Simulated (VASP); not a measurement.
# SnTe (Fm-3m) in VASP: notebook

The runs below take SnTe through single point, with HSE06.

All numbers are computed with VASP 6.6.1; they aren't measurements. Logs are shortened: lines on timing, memory, paths and dates and some standing lists are left out, and cuts for length are marked.

**1. The cell of the first run**

It takes space group Fm-3m (No. 225, cubic). The conventional cell has a = 6.570 Å, b = 6.570 Å, c = 6.570 Å, α = 90.00°, β = 90.00°, γ = 90.00°. Sn (site symmetry m-3m) has 6 Te at 3.29 Å within 4.3 Å. Within 4.3 Å of Te (site symmetry m-3m) lie 6 Sn at 3.29 Å.

**2. Single point, HSE06 (strain +3.0%)**

File POSCAR:

```
SnTe
1.0
    0.0000000000      3.2850102558      3.2850102558
    3.2850102558      0.0000000000      3.2850102558
    3.2850102558      3.2850102558      0.0000000000
Sn Te
1 1
Direct
    0.0000000000      0.0000000000      0.0000000000
    0.5000000000      0.5000000000      0.5000000000
```

File INCAR.step1:

```
SYSTEM = SnTe
PREC = Accurate
ENCUT = 520
EDIFF = 1E-5
ISMEAR = 0
SIGMA = 0.01
LREAL = .FALSE.
LASPH = .TRUE.
NELM = 80
ALGO = Normal
ISIF = 2
LWAVE = .TRUE.
LCHARG = .FALSE.
NBANDS = 17
GGA = PE
KPAR = 4
```

File INCAR.step2:

```
SYSTEM = SnTe
PREC = Accurate
ENCUT = 520
EDIFF = 1E-6
ISMEAR = 0
SIGMA = 0.01
LREAL = .FALSE.
LASPH = .TRUE.
NELM = 80
ALGO = Normal
ISIF = 2
LWAVE = .FALSE.
LCHARG = .FALSE.
GGA = PE
LHFCALC = .TRUE.
HFSCREEN = 0.2079
PRECFOCK = Normal
NBANDS = 17
ISTART = 1
KPAR = 4
```

File KPOINTS:

```
Automatic mesh
0
G
  6 6 6
  0 0 0
```

Potentials or basis: VASP PAW PBE potentials, release 64 (Sn_d, Te).

On the command line:

```sh
cat potpaw_PBE.64/Sn_d/POTCAR potpaw_PBE.64/Te/POTCAR > POTCAR
cp INCAR.step1 INCAR
mpirun -np 4 vasp_std > vasp.out
cp INCAR.step2 INCAR
mpirun -np 4 vasp_std > vasp.out
```

OUTCAR:

```text
SYSTEM = SnTe
   PREC = Accurate
   ENCUT = 520
   EDIFF = 1E-6
   ISMEAR = 0
   LREAL = .FALSE.
   LASPH = .TRUE.
   NELM = 80
   ISIF = 2
   GGA = PE
   LHFCALC = .TRUE.
   HFSCREEN = 0.2079
   PRECFOCK = Normal
   ISTART = 1

 ion  position               nearest neighbor table
   1  0.000  0.000  0.000-   2 3.29   2 3.29   2 3.29   2 3.29   2 3.29   2 3.29
   2  0.500  0.500  0.500-   1 3.29   1 3.29   1 3.29   1 3.29   1 3.29   1 3.29

  LATTYP: Found a face centered cubic cell.
 ALAT       =     6.5700205116

  Lattice vectors:

 A1 = (   0.0000000000,   3.2850102558,   3.2850102558)
 A2 = (   3.2850102558,   0.0000000000,   3.2850102558)
 A3 = (   3.2850102558,   3.2850102558,   0.0000000000)

Analysis of symmetry for initial positions (statically):
=====================================================================
 Subroutine PRICEL returns:
 Original cell was already a primitive cell.

 Routine SETGRP: Setting up the symmetry group for a
 face centered cubic supercell.

 Subroutine GETGRP returns: Found 48 space group operations
 (whereof 48 operations were pure point group operations)
 out of a pool of 48 trial point group operations.

The static configuration has the point symmetry O_h .

Analysis of symmetry for dynamics (positions and initial velocities):
=====================================================================
 Subroutine PRICEL returns:
 Original cell was already a primitive cell.

 Routine SETGRP: Setting up the symmetry group for a
 face centered cubic supercell.

 Subroutine GETGRP returns: Found 48 space group operations
 (whereof 48 operations were pure point group operations)
 out of a pool of 48 trial point group operations.

The dynamic configuration has the point symmetry O_h .

 Subroutine INISYM returns: Found 48 space group operations
 (whereof 48 operations are pure point group operations),
 and found     1 'primitive' translations

----------------------------------------------------------------------------------------

                                     Primitive cell

  volume of cell :      70.8990

  direct lattice vectors                    reciprocal lattice vectors
     0.000000000  3.285010256  3.285010256    -0.152206526  0.152206526  0.152206526
     3.285010256  0.000000000  3.285010256     0.152206526 -0.152206526  0.152206526
     3.285010256  3.285010256  0.000000000     0.152206526  0.152206526 -0.152206526

  length of vectors
     4.645706056  4.645706056  4.645706056     0.263629437  0.263629437  0.263629437

  position of ions in fractional coordinates (direct lattice)
     0.000000000  0.000000000  0.000000000
     0.500000000  0.500000000  0.500000000

  ion indices of the primitive-cell ions
   primitive index   ion index
                 1           1
                 2           2

----------------------------------------------------------------------------------------

 KPOINTS: Automatic mesh

Automatic generation of k-mesh.
 Grid dimensions read from file:
 generate k-points for:    6    6    6

 Generating k-lattice:

  Cartesian coordinates                     Fractional coordinates (reciprocal lattice)
    -0.025367754  0.025367754  0.025367754     0.166666667  0.000000000  0.000000000
     0.025367754 -0.025367754  0.025367754     0.000000000  0.166666667  0.000000000
     0.025367754  0.025367754 -0.025367754     0.000000000  0.000000000  0.166666667

  Length of vectors
     0.043938239  0.043938239  0.043938239

  Shift w.r.t. Gamma in fractional coordinates (k-lattice)
     0.000000000  0.000000000  0.000000000

 Subroutine IBZKPT returns following result:
 ===========================================

 Found     16 irreducible k-points:

 Following reciprocal coordinates:
            Coordinates               Weight
  0.000000  0.000000  0.000000      1.000000
  0.166667  0.000000  0.000000      8.000000
  0.333333  0.000000  0.000000      8.000000
  0.500000  0.000000  0.000000      4.000000
  0.166667  0.166667  0.000000      6.000000
  0.333333  0.166667  0.000000     24.000000
[... 8 lines left out ...]
 -0.333333  0.333333  0.166667     24.000000
 -0.333333  0.500000  0.166667     12.000000
   k-points           NKPTS =     16   k-points in BZ     NKDIM =    216   number of bands    NBANDS=     17
   number of dos      NEDOS =    301   number of ions     NIONS =      2
   total plane-waves  NPLWV =  46656
   dimension x,y,z NGX =    36 NGY =   36 NGZ =   36
   dimension x,y,z NGXF=    72 NGYF=   72 NGZF=   72
   ions per type =               1   1
   NGX,Y,Z   is equivalent  to a cutoff of  12.88, 12.88, 12.88 a.u.
   NGXF,Y,Z  is equivalent  to a cutoff of  25.77, 25.77, 25.77 a.u.
 SYSTEM =  SnTe
   PREC   = accura    normal or accurate (medium, high low for compatibility)
   ISTART =      1    job   : 0-new  1-cont  2-samecut
   ICHARG =      0    charge: 1-file 2-atom 10-const
   ISPIN  =      1    spin polarized calculation?
   LNONCOLLINEAR =      F non collinear calculations
   LSORBIT =      F    spin-orbit coupling
   LASPH  =      T    aspherical Exc in radial PAW
   ENCUT  =  520.0 eV  38.22 Ry    6.18 a.u.   8.64  8.64  8.64*2*pi/ulx,y,z
   NELM   =     80;   NELMIN=  2; NELMDL=  0     # of ELM steps
   EDIFF  = 0.1E-05   stopping-criterion for ELM
   LREAL  =      F    real-space projection
   EDIFFG = 0.1E-04   stopping-criterion for IOM
   NSW    =      0    number of steps for IOM
   IBRION =     -1    ionic relax: 0-MD 1-quasi-New 2-CG
   NFREE  =      0    steps in history (QN), initial steepest desc. (CG)
   ISIF   =      2    stress and relaxation
   ISYM   =      3    0-nonsym 1-usesym 2-fastsym
   POTIM  = 0.5000    time-step for ionic-motion
   TEBEG  =    0.0;   TEEND  =   0.0 temperature during run
   PSTRESS=    0.0 pullay stress
   NELECT =      20.0000    total number of electrons
   NUPDOWN=      -1.0000    fix difference up-down
   EMIN   =  10.00;   EMAX   =-10.00  energy-range for DOS
   EFERMI =   0.00;   METHOD = LEGACY
   ISMEAR =     0;   SIGMA  =   0.01  broadening in eV -4-tet -1-fermi 0-gaus
   EFERMI_NEDOS =   21; number of points for ismear=-14 and -15
   IALGO  =     38    algorithm
   IMIX   =      1    mixing-type and parameters
     AMIX     =   0.40;   BMIX     =  1.00
     AMIX_MAG =   1.60;   BMIX_MAG =  1.00
  volume/ion in A,a.u.               =      35.45       239.23
  Fermi-wavevector in a.u.,A,eV,Ry     =   1.073672  2.028945 15.684395  1.152771
  Thomas-Fermi vector in A             =   2.209478
   LORBIT       =      0    0 simple, 1 ext, 2 COOP (PROOUT), +10 PAW based schemes
   GGA     = PE    functional components
   LHFCALC =     T    Hartree Fock is set to
   PRECFOCK=normal    Normal, Fast or Accurate (Low or Medium for compatibility)
   ENCUT4O =  -1.0   cutoff for four orbital integrals eV
   NKREDX  =     1    reduce k-point grid by
   NKREDY  =     1    reduce k-point grid by
   NKREDZ  =     1    reduce k-point grid by
   AEXX    =    0.2500 exact exchange contribution
   HFSCREEN=    0.2079 screening length (either q_TF or 0.3 A-1)
   HFSCREENC=   0.2079 screening length for correlation (either q_TF or 0.3 A-1)
   ENCUTFOCK=  -1.0 apply spherical cutoff to Coloumb kernel
   IVDW    =     0    specifies the selected vdW correction
   LEPSILON=     F    determine dielectric tensor
   LRPA    =     F    only Hartree local field effects (RPA)
 non-spin polarized calculation
 Gauss-broadening in eV      SIGMA  =   0.01
  energy-cutoff  :      520.00
  volume of cell :       70.90
 maximum number of plane-waves:      1932
 NGX is ok and might be reduce to    36
  NGX = 28; NGY = 28; NGZ = 28

 number of electron      19.9999992 magnetization

 Free energy of the ion-electron system (eV)
  ---------------------------------------------------
  ext. energy  EPLUGINS =         0.00000000
  ---------------------------------------------------
  free energy    TOTEN  =        -8.94792203 eV

  energy without entropy =       -8.94792203  energy(sigma->0) =       -8.94792203

 E-fermi :   5.2096     XC(G=0):  -7.4878

 val. band max:        5.1537694240   @ k =   0.5000   0.0000   0.0000
 cond. band min:       5.6421255198   @ k =   0.5000   0.0000   0.0000
 fundamental gap:      0.4883560958
 Fermi energy:         5.2095895144

 k-point     1 :       0.0000    0.0000    0.0000
  band No.  band energies     occupation
      1     -18.9429      2.00000
      2     -18.9429      2.00000
      3     -18.9385      2.00000
      4     -18.9385      2.00000
      5     -18.9385      2.00000
      6      -7.9471      2.00000
[... 9 lines left out ...]
     16      10.7437      0.00000
     17      12.6516      0.00000

 k-point     2 :       0.1667    0.0000    0.0000
  band No.  band energies     occupation
      1     -18.9437      2.00000
      2     -18.9437      2.00000
      3     -18.9383      2.00000
      4     -18.9376      2.00000
      5     -18.9376      2.00000
      6      -7.7341      2.00000
[... 9 lines left out ...]
     16      11.2823      0.00000
     17      14.1319      0.00000

 k-point     3 :       0.3333    0.0000    0.0000
  band No.  band energies     occupation
      1     -18.9454      2.00000
      2     -18.9454      2.00000
      3     -18.9377      2.00000
      4     -18.9356      2.00000
      5     -18.9356      2.00000
      6      -7.1941      2.00000
[... 9 lines left out ...]
     16      12.7611      0.00000
     17      16.0268      0.00000

 k-point     4 :       0.5000    0.0000    0.0000
  band No.  band energies     occupation
      1     -18.9464      2.00000
      2     -18.9464      2.00000
      3     -18.9375      2.00000
      4     -18.9346      2.00000
      5     -18.9346      2.00000
      6      -6.8153      2.00000
[... 9 lines left out ...]
     16      14.7378      0.00000
     17      14.7378      0.00000
[... 183 lines left out ...]
      1     -18.9486      2.00000
      2     -18.9432      2.00000
      3     -18.9383      2.00000
      4     -18.9348      2.00000
      5     -18.9340      2.00000
      6      -6.8347      2.00000
[... 9 lines left out ...]
     16      14.2561      0.00000
     17      14.6872      0.00000

 k-point    15 :      -0.3333    0.3333    0.1667
  band No.  band energies     occupation
      1     -18.9487      2.00000
      2     -18.9440      2.00000
      3     -18.9366      2.00000
      4     -18.9361      2.00000
      5     -18.9332      2.00000
      6      -6.5869      2.00000
[... 9 lines left out ...]
     16      15.7089      0.00000
     17      15.7627      0.00000

 k-point    16 :      -0.3333    0.5000    0.1667
  band No.  band energies     occupation
      1     -18.9505      2.00000
      2     -18.9423      2.00000
      3     -18.9386      2.00000
      4     -18.9345      2.00000
      5     -18.9324      2.00000
      6      -6.5225      2.00000
[... 9 lines left out ...]
     16      15.5425      0.00000
     17      16.7419      0.00000

------------------------ aborting loop because EDIFF is reached ----------------------------------------

  FORCE on cell =-STRESS in cart. coord.  units (eV):
  Direction    XX          YY          ZZ          XY          YZ          ZX
  --------------------------------------------------------------------------------------
  -------------------------------------------------------------------------------------
  Total       -1.6106279     -1.6106279     -1.6106279      0.0000000     -0.0000000     -0.0000000
  in kB      -36.3970023    -36.3970023    -36.3970023      0.0000000     -0.0000000     -0.0000000
  external PRESSURE =     -36.3970023 kB  Pullay stress =       0.0000000 kB

 VOLUME and BASIS-vectors are now :
 -----------------------------------------------------------------------------
  energy-cutoff  :      520.00
  volume of cell :       70.90
      direct lattice vectors                 reciprocal lattice vectors
     0.000000000  3.285010256  3.285010256    -0.152206526  0.152206526  0.152206526
     3.285010256  0.000000000  3.285010256     0.152206526 -0.152206526  0.152206526
     3.285010256  3.285010256  0.000000000     0.152206526  0.152206526 -0.152206526

 POSITION                                       TOTAL-FORCE (eV/Angst)
 -----------------------------------------------------------------------------------
      0.00000      0.00000      0.00000         0.000000      0.000000     -0.000000
      3.28501      3.28501      3.28501         0.000000      0.000000      0.000000
 -----------------------------------------------------------------------------------
    total drift:                               -0.000000     -0.000000     -0.000000

  FREE ENERGIE OF THE ION-ELECTRON SYSTEM (eV)
  ---------------------------------------------------
  free  energy   TOTEN  =        -8.9479220299 eV

  energy  without entropy=       -8.9479220299  energy(sigma->0) =       -8.94792203
```

It took 29 min on 4 MPI ranks of Intel Xeon Platinum 8259CL at 2.50GHz (Skylake/Cascade Lake), shared host; peak memory 0.33 GiB.

Results:

| Property | Result |
| --- | --- |
| Free energy | -8.9479 eV |
| Pressure | -3.6 GPa |
| Band gap on the k mesh | 0.49 eV |

Caveat: the cell differs from its parent crystal (strain +3.0%); the cell stands under tension; the PAW data sets were made with another functional, which shifts forces and pressure a little; spin-orbit coupling is left out, which moves the levels of the heavy elements. A k mesh can miss the band edges.

**3. Single point, HSE06 (strain +1.0%)**

File POSCAR:

```
SnTe
1.0
    0.0000000000      3.2212236489      3.2212236489
    3.2212236489      0.0000000000      3.2212236489
    3.2212236489      3.2212236489      0.0000000000
Sn Te
1 1
Direct
    0.0000000000      0.0000000000      0.0000000000
    0.5000000000      0.5000000000      0.5000000000
```

File INCAR.step1:

```
ALGO = Normal
EDIFF = 1E-5
ENCUT = 520
GGA = PE
ISIF = 2
ISMEAR = -1
LASPH = T
LREAL = F
LWAVE = T
NBANDS = 17
NELM = 80
PREC = Accurate
SIGMA = 0.02
```

File INCAR.step2:

```
ALGO = Normal
EDIFF = 1E-6
ENCUT = 520
GGA = PE
HFSCREEN = 0.2079
ISIF = 2
ISMEAR = -1
ISTART = 1
LASPH = T
LCHARG = T
LELF = T
LHFCALC = T
LREAL = F
LVHAR = T
LWAVE = F
NBANDS = 17
NELM = 80
PREC = Accurate
PRECFOCK = Normal
SIGMA = 0.02
```

File KPOINTS:

```
k-points
0
Gamma
  6 6 6
```

Potentials or basis: VASP PAW PBE potentials, release 64 (Sn_d, Te).

On the command line:

```sh
cat potpaw_PBE.64/Sn_d/POTCAR potpaw_PBE.64/Te/POTCAR > POTCAR
cp INCAR.step1 INCAR
mpirun -np 1 vasp_std > vasp.out
cp INCAR.step2 INCAR
mpirun -np 1 vasp_std > vasp.out
```

OUTCAR:

```text
EDIFF = 1E-6
   ENCUT = 520
   GGA = PE
   HFSCREEN = 0.2079
   ISIF = 2
   ISMEAR = -1
   ISTART = 1
   LASPH = T
   LHFCALC = T
   LREAL = F
   NELM = 80
   PREC = Accurate
   PRECFOCK = Normal

 ion  position               nearest neighbor table
   1  0.000  0.000  0.000-   2 3.22   2 3.22   2 3.22   2 3.22   2 3.22   2 3.22
   2  0.500  0.500  0.500-   1 3.22   1 3.22   1 3.22   1 3.22   1 3.22   1 3.22

  LATTYP: Found a face centered cubic cell.
 ALAT       =     6.4424472978

  Lattice vectors:

 A1 = (   0.0000000000,   3.2212236489,   3.2212236489)
 A2 = (   3.2212236489,   0.0000000000,   3.2212236489)
 A3 = (   3.2212236489,   3.2212236489,   0.0000000000)

Analysis of symmetry for initial positions (statically):
=====================================================================
 Subroutine PRICEL returns:
 Original cell was already a primitive cell.

 Routine SETGRP: Setting up the symmetry group for a
 face centered cubic supercell.
[... 160 lines left out ...]
  ext. energy  EPLUGINS =         0.00000000
  ---------------------------------------------------
  free energy    TOTEN  =        -9.01649069 eV

  energy without entropy =       -9.01648444  energy(sigma->0) =       -9.01648756

 E-fermi :   6.1258     XC(G=0):  -7.6883

 val. band max:        5.9733106699   @ k =   0.5000   0.0000   0.0000
 cond. band min:       6.2782042014   @ k =   0.5000   0.0000   0.0000
 fundamental gap:      0.3048935315
 Fermi energy:         6.1257574199

 k-point     1 :       0.0000    0.0000    0.0000
  band No.  band energies     occupation
      1     -18.2529      2.00000
      2     -18.2529      2.00000
      3     -18.2452      2.00000
      4     -18.2452      2.00000
      5     -18.2452      2.00000
      6      -7.6942      2.00000
[... 297 lines left out ...]
      4     -18.2400      2.00000
      5     -18.2372      2.00000
      6      -6.0688      2.00000
[... 9 lines left out ...]
     16      16.4891      0.00000
     17      17.7638      0.00000

------------------------ aborting loop because EDIFF is reached ----------------------------------------

  FORCE on cell =-STRESS in cart. coord.  units (eV):
  Direction    XX          YY          ZZ          XY          YZ          ZX
  --------------------------------------------------------------------------------------
  -------------------------------------------------------------------------------------
  Total       -0.7161601     -0.7161601     -0.7161601      0.0000000      0.0000000      0.0000000
  in kB      -17.1643783    -17.1643783    -17.1643783      0.0000000      0.0000000      0.0000000
  external PRESSURE =     -17.1643783 kB  Pullay stress =       0.0000000 kB

 VOLUME and BASIS-vectors are now :
 -----------------------------------------------------------------------------
  energy-cutoff  :      520.00
  volume of cell :       66.85
      direct lattice vectors                 reciprocal lattice vectors
     0.000000000  3.221223649  3.221223649    -0.155220517  0.155220517  0.155220517
     3.221223649  0.000000000  3.221223649     0.155220517 -0.155220517  0.155220517
     3.221223649  3.221223649  0.000000000     0.155220517  0.155220517 -0.155220517

 POSITION                                       TOTAL-FORCE (eV/Angst)
 -----------------------------------------------------------------------------------
      0.00000      0.00000      0.00000        -0.000000      0.000000      0.000000
      3.22122      3.22122      3.22122         0.000000     -0.000000     -0.000000
 -----------------------------------------------------------------------------------
    total drift:                               -0.000000      0.000000      0.000000

  FREE ENERGIE OF THE ION-ELECTRON SYSTEM (eV)
  ---------------------------------------------------
  free  energy   TOTEN  =        -9.0164906854 eV

  energy  without entropy=       -9.0164844368  energy(sigma->0) =       -9.01648756
```

OUTCAR.step1:

```text
EDIFF = 1E-5
   ENCUT = 520
   GGA = PE
   ISIF = 2
   ISMEAR = -1
[... 530 lines left out ...]
 -----------------------------------------------------------------------------------
      0.00000      0.00000      0.00000        -0.000000      0.000000     -0.000000
      3.22122      3.22122      3.22122         0.000000     -0.000000      0.000000
 -----------------------------------------------------------------------------------
    total drift:                               -0.000000      0.000000      0.000000

  FREE ENERGIE OF THE ION-ELECTRON SYSTEM (eV)
  ---------------------------------------------------
  free  energy   TOTEN  =        -7.5632436730 eV

  energy  without entropy=       -7.5627920573  energy(sigma->0) =       -7.56301787
```

Run time: 2 h. Hardware: 1 thread of Oxide Virtual Turin-like, shared host; peak memory 0.31 GiB.

Results:

```yaml
Free_energy: -9.0165 eV
Pressure: -1.7 GPa
Band_gap_on_the_k_mesh: 0.30 eV
```

Caveat: the cell differs from its parent crystal (strain +1.0%); the PAW data sets were made with another functional, which shifts forces and pressure a little; spin-orbit coupling is left out, which moves the levels of the heavy elements. A k mesh can miss the band edges.
